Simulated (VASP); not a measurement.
# As (R-3m) in VASP: further runs

As is run at these levels: PBE; tasks: electric field gradients.

Everything below comes from runs of VASP 6.6.1. Logs are shortened: lines on timing, memory, paths and dates and some standing lists are left out, and cuts for length are marked.

## 1. The cell of the first run

The structure is trigonal, space group R-3m (No. 166). The conventional cell has a = 3.759 Å, b = 3.759 Å, c = 10.457 Å, α = 90.00°, β = 90.00°, γ = 120.00°. Within 3.3 Å of As (site symmetry 3m) lie 6 As at 2.52 to 3.10 Å.

## 2. Electric field gradients, PBE

File INCAR:

```
ALGO = Normal
EDIFF = 1E-8
ENCUT = 520
GGA = PE
ISIF = 2
ISMEAR = -1
LASPH = T
LCHARG = F
LEFG = T
LREAL = F
LWAVE = F
NBANDS = 12
NELM = 80
PREC = Accurate
SIGMA = 0.03
```

File KPOINTS:

```
k-points
0
Gamma
  11 11 11
```

File POSCAR:

```
As
1.0
    1.8797494575      1.0852738553      3.4857700000
   -1.8797494575      1.0852738553      3.4857700000
    0.0000000000     -2.1705477106      3.4857700000
As
2
Direct
    0.2275400000      0.2275400000      0.2275400000
    0.7724600000      0.7724600000      0.7724600000
```

Potentials or basis: VASP PAW PBE potentials, release 64 (As).

Started as:

```
$ cat potpaw_PBE.64/As/POTCAR > POTCAR
$ mpirun -np 1 vasp_std > vasp.out
```

OUTCAR:

```text
EDIFF = 1E-8
   ENCUT = 520
   GGA = PE
   ISIF = 2
   ISMEAR = -1
   LASPH = T
   LREAL = F
   NELM = 80
   PREC = Accurate

 ion  position               nearest neighbor table
   1  0.228  0.228  0.228-   2 2.52   2 2.52   2 2.52
   2  0.772  0.772  0.772-   1 2.52   1 2.52   1 2.52

  LATTYP: Found a trigonal (rhomboedric) cell.
 ALAT       =     4.1063207202
 COS(alpha) =     0.5808936906

  Lattice vectors:

 A1 = (   1.8797494575,   1.0852738553,   3.4857700000)
 A2 = (  -1.8797494575,   1.0852738553,   3.4857700000)
 A3 = (   0.0000000000,  -2.1705477106,   3.4857700000)

Analysis of symmetry for initial positions (statically):
=====================================================================
 Subroutine PRICEL returns:
 Original cell was already a primitive cell.

 Routine SETGRP: Setting up the symmetry group for a
 trigonal (rhombohedral) supercell.

 Subroutine GETGRP returns: Found 12 space group operations
 (whereof 12 operations were pure point group operations)
 out of a pool of 12 trial point group operations.

The static configuration has the point symmetry D_3d.

Analysis of symmetry for dynamics (positions and initial velocities):
=====================================================================
 Subroutine PRICEL returns:
 Original cell was already a primitive cell.

 Routine SETGRP: Setting up the symmetry group for a
 trigonal (rhombohedral) supercell.

 Subroutine GETGRP returns: Found 12 space group operations
 (whereof 12 operations were pure point group operations)
 out of a pool of 12 trial point group operations.

The dynamic configuration has the point symmetry D_3d.

 Subroutine INISYM returns: Found 12 space group operations
 (whereof 12 operations are pure point group operations),
 and found     1 'primitive' translations

----------------------------------------------------------------------------------------

                                     Primitive cell

  volume of cell :      42.6667

  direct lattice vectors                    reciprocal lattice vectors
     1.879749457  1.085273855  3.485770000     0.265992895  0.153571070  0.095626887
    -1.879749457  1.085273855  3.485770000    -0.265992895  0.153571070  0.095626887
     0.000000000 -2.170547711  3.485770000     0.000000000 -0.307142139  0.095626887

  length of vectors
     4.106320720  4.106320720  4.106320720     0.321684310  0.321684310  0.321684310

  position of ions in fractional coordinates (direct lattice)
     0.227540000  0.227540000  0.227540000
     0.772460000  0.772460000  0.772460000

  ion indices of the primitive-cell ions
   primitive index   ion index
                 1           1
                 2           2

----------------------------------------------------------------------------------------

 KPOINTS: k-points

Automatic generation of k-mesh.
 Grid dimensions read from file:
 generate k-points for:   11   11   11

 Generating k-lattice:

  Cartesian coordinates                     Fractional coordinates (reciprocal lattice)
     0.024181172  0.013961006  0.008693353     0.090909091 -0.000000000 -0.000000000
    -0.024181172  0.013961006  0.008693353    -0.000000000  0.090909091 -0.000000000
     0.000000000 -0.027922013  0.008693353    -0.000000000 -0.000000000  0.090909091

  Length of vectors
     0.029244028  0.029244028  0.029244028

  Shift w.r.t. Gamma in fractional coordinates (k-lattice)
     0.000000000  0.000000000  0.000000000

 Subroutine IBZKPT returns following result:
 ===========================================

 Found    146 irreducible k-points:

 Following reciprocal coordinates:
            Coordinates               Weight
  0.000000  0.000000  0.000000      1.000000
  0.090909  0.000000  0.000000      6.000000
  0.181818  0.000000  0.000000      6.000000
  0.272727  0.000000  0.000000      6.000000
  0.363636  0.000000  0.000000      6.000000
  0.454545  0.000000  0.000000      6.000000
[... 16 lines left out ...]
 -0.272727  0.181818 -0.000000     12.000000
 -0.181818  0.181818  0.000000      6.000000
 [... further k-points ...]
   k-points           NKPTS =    146   k-points in BZ     NKDIM =    146   number of bands    NBANDS=     12
   number of dos      NEDOS =    301   number of ions     NIONS =      2
   total plane-waves  NPLWV =  32768
   dimension x,y,z NGX =    32 NGY =   32 NGZ =   32
   dimension x,y,z NGXF=    64 NGYF=   64 NGZF=   64
   ions per type =               2
   NGX,Y,Z   is equivalent  to a cutoff of  12.96, 12.96, 12.96 a.u.
   NGXF,Y,Z  is equivalent  to a cutoff of  25.91, 25.91, 25.91 a.u.
 SYSTEM =  unknown system
   PREC   = accura    normal or accurate (medium, high low for compatibility)
   ISTART =      0    job   : 0-new  1-cont  2-samecut
   ICHARG =      2    charge: 1-file 2-atom 10-const
   ISPIN  =      1    spin polarized calculation?
   LNONCOLLINEAR =      F non collinear calculations
   LSORBIT =      F    spin-orbit coupling
   LASPH  =      T    aspherical Exc in radial PAW
   ENCUT  =  520.0 eV  38.22 Ry    6.18 a.u.   7.64  7.64  7.64*2*pi/ulx,y,z
   NELM   =     80;   NELMIN=  2; NELMDL= -5     # of ELM steps
   EDIFF  = 0.1E-07   stopping-criterion for ELM
   LREAL  =      F    real-space projection
   EDIFFG = 0.1E-06   stopping-criterion for IOM
   NSW    =      0    number of steps for IOM
   IBRION =     -1    ionic relax: 0-MD 1-quasi-New 2-CG
   NFREE  =      0    steps in history (QN), initial steepest desc. (CG)
   ISIF   =      2    stress and relaxation
   ISYM   =      2    0-nonsym 1-usesym 2-fastsym
   POTIM  = 0.5000    time-step for ionic-motion
   TEBEG  =    0.0;   TEEND  =   0.0 temperature during run
   PSTRESS=    0.0 pullay stress
   NELECT =      10.0000    total number of electrons
   NUPDOWN=      -1.0000    fix difference up-down
   EMIN   =  10.00;   EMAX   =-10.00  energy-range for DOS
   EFERMI =   0.00;   METHOD = LEGACY
   ISMEAR =    -1;   SIGMA  =   0.03  broadening in eV -4-tet -1-fermi 0-gaus
   EFERMI_NEDOS =   21; number of points for ismear=-14 and -15
   IALGO  =     38    algorithm
   IMIX   =      4    mixing-type and parameters
     AMIX     =   0.40;   BMIX     =  1.00
     AMIX_MAG =   1.60;   BMIX_MAG =  1.00
  volume/ion in A,a.u.               =      21.33       143.96
  Fermi-wavevector in a.u.,A,eV,Ry     =   1.009358  1.907409 13.861654  1.018803
  Thomas-Fermi vector in A             =   2.142281
   LORBIT       =      0    0 simple, 1 ext, 2 COOP (PROOUT), +10 PAW based schemes
   GGA     = PE    functional components
   LHFCALC =     F    Hartree Fock is set to
   AEXX    =    0.0000 exact exchange contribution
   IVDW    =     0    specifies the selected vdW correction
   LEPSILON=     F    determine dielectric tensor
   LRPA    =     F    only Hartree local field effects (RPA)
 non-spin polarized calculation
  energy-cutoff  :      520.00
  volume of cell :       42.67
 maximum number of plane-waves:      1162
   NGX = 15   NGY = 15   NGZ = 15

 number of electron      10.0000000 magnetization

 Free energy of the ion-electron system (eV)
  ---------------------------------------------------
  ext. energy  EPLUGINS =         0.00000000
  ---------------------------------------------------
  free energy    TOTEN  =        -9.32048233 eV

  energy without entropy =       -9.32021503  energy(sigma->0) =       -9.32034868

 E-fermi :   5.6376     XC(G=0): -10.0146

 val. band max:        5.5710758797   @ k =   0.4545   0.3636   0.3636
 cond. band min:       5.6897040184   @ k =   0.4545   0.0909   0.0909
 fundamental gap:      0.1186281387
 Fermi energy:         5.6376442375

 k-point     1 :       0.0000    0.0000    0.0000
  band No.  band energies     occupation
      1      -9.5297      2.00000
      2      -0.1961      2.00000
      3       3.0230      2.00000
      4       3.5442      2.00000
      5       3.5442      2.00000
      6       7.3194      0.00000
      7       8.5215      0.00000
      8       8.5215      0.00000
      9      12.3435      0.00000
     10      12.3435      0.00000
     11      12.7732      0.00000
     12      14.2554      0.00000
[... 331 lines left out ...]
 k-point    24 :      -0.1818    0.1818    0.0000
  band No.  band energies     occupation
      1      -8.3190      2.00000
      2      -3.0289      2.00000
      3       1.5517      2.00000
      4       3.6892      2.00000
      5       3.8309      2.00000
      6       6.2883      0.00000
      7       6.8101      0.00000
      8       9.1934      0.00000
      9      10.8557      0.00000
     10      13.2048      0.00000
     11      15.5380      0.00000
     12      15.6563      0.00000

 [... further k-points ...]

------------------------ aborting loop because EDIFF is reached ----------------------------------------

  FORCE on cell =-STRESS in cart. coord.  units (eV):
  Direction    XX          YY          ZZ          XY          YZ          ZX
  --------------------------------------------------------------------------------------
  -------------------------------------------------------------------------------------
  Total        1.1394119      1.1394119      0.8125352      0.0000000      0.0000000      0.0000000
  in kB       42.7860352     42.7860352     30.5114945      0.0000000      0.0000000      0.0000000
  external PRESSURE =      38.6945217 kB  Pullay stress =       0.0000000 kB

 VOLUME and BASIS-vectors are now :
 -----------------------------------------------------------------------------
  energy-cutoff  :      520.00
  volume of cell :       42.67
      direct lattice vectors                 reciprocal lattice vectors
     1.879749457  1.085273855  3.485770000     0.265992895  0.153571070  0.095626887
    -1.879749457  1.085273855  3.485770000    -0.265992895  0.153571070  0.095626887
     0.000000000 -2.170547711  3.485770000     0.000000000 -0.307142139  0.095626887

 POSITION                                       TOTAL-FORCE (eV/Angst)
 -----------------------------------------------------------------------------------
      0.00000      0.00000      2.37946         0.000000     -0.000000      0.278101
      0.00000      0.00000      8.07785         0.000000      0.000000     -0.278101
 -----------------------------------------------------------------------------------
    total drift:                               -0.000000      0.000000     -0.000000

  FREE ENERGIE OF THE ION-ELECTRON SYSTEM (eV)
  ---------------------------------------------------
  free  energy   TOTEN  =        -9.3204823293 eV

  energy  without entropy=       -9.3202150269  energy(sigma->0) =       -9.32034868

 Electric field gradients (V/A^2)
---------------------------------------------------------------------
 ion       V_xx      V_yy      V_zz      V_xy      V_xz      V_yz
---------------------------------------------------------------------
   1      23.759    23.759   -47.518     0.000     0.000    -0.000
   2      23.759    23.759   -47.518     0.000     0.000    -0.000
---------------------------------------------------------------------

 Electric field gradients after diagonalization (V/A^2)
 (convention: |V_zz| > |V_xx| > |V_yy|)
----------------------------------------------------------------------
 ion       V_xx      V_yy      V_zz     asymmetry (V_yy - V_xx)/ V_zz
----------------------------------------------------------------------
   1      23.759    23.759   -47.518       0.000
   2      23.759    23.759   -47.518       0.000
----------------------------------------------------------------------

           NMR quadrupolar parameters

 Cq : quadrupolar parameter    Cq=e*Q*V_zz/h
 eta: asymmetry parameters     (V_yy - V_xx)/ V_zz
 Q  : nuclear electric quadrupole moment in mb (millibarn)
----------------------------------------------------------------------
 ion       Cq(MHz)       eta       Q (mb)
----------------------------------------------------------------------
   1      -0.115       0.000       1.000
   2      -0.115       0.000       1.000
----------------------------------------------------------------------
```

It took 77 s on 1 thread of Intel Xeon 8259CL, shared host; peak memory 0.21 GiB.

What came out:

- Free energy: -9.3205 eV
- Pressure: 3.9 GPa
- Largest force: 0.278 eV/Å
- Band gap on the k mesh: zero (bands 5 and 6 overlap by 0.36 eV)
- Largest electric field gradient by atom: As -47.5 V/Å²

Forces on the atoms (eV/Å):
```
As   0.000  0.000  0.278
As   0.000  0.000 -0.278
```

Stress tensor (GPa, compression positive):
```
4.28 0.00 0.00
0.00 4.28 0.00
0.00 0.00 3.05
```

Electric field gradients, principal values (V/Å²):
```csv
atom,least,middle,greatest (by size)
1 As,23.759,23.759,-47.518
2 As,23.759,23.759,-47.518
```

Caveat: the cell stands under pressure; without QUAD_EFG the Cq values of the log hold for a quadrupole moment of 1 mb, not for the nuclei.

(Continued in part 2 of 2.)
